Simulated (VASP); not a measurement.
Runs of VASP 6.6.1 on PbSe. The structure is that of space group Fm-3m (No. 225), or close to it. The cells are those of the table. 

| task | cell | gap on the mesh (eV) | pressure (GPa) |
| --- | --- | --- | --- |
| electric field gradients | a = 4.374, b = 4.374, c = 4.417 Å, angles 59.7, 59.7, 60.7°, 2 atoms | 0.74 | 0.3 |
| electric field gradients | a = 4.266, b = 4.266, c = 4.201 Å, angles 60.5, 60.5, 59.0°, 2 atoms | 0.62 | 6.4 |
| single point | a = 4.309, b = 4.309, c = 4.287 Å, angles 60.2, 60.2, 59.7°, 2 atoms | (a) | 3.5 |
| single point | a = 4.374, b = 4.374, c = 4.417 Å, angles 59.7, 59.7, 60.7°, 2 atoms | 0.74 | 0.3 |
| single point | a = 4.266, b = 4.266, c = 4.201 Å, angles 60.5, 60.5, 59.0°, 2 atoms | 0.62 | 6.4 |

Alike in all rows: level PBE; potentials or basis VASP PAW PBE potentials, release 64 (Pb_d, Se); no spin polarisation; k mesh 9 × 9 × 9; cutoff (eV) 520; smearing fermi-dirac 0.01 eV.

**Question.** Estimate the missing entries.

**Answer.** (a) 0.67.

Caveats: spin-orbit coupling is left out, which moves the levels of the heavy elements; the cell stands under pressure (at least some runs).

A k mesh can miss the band edges, and the runs leave out spin-orbit coupling on Pb, Se.
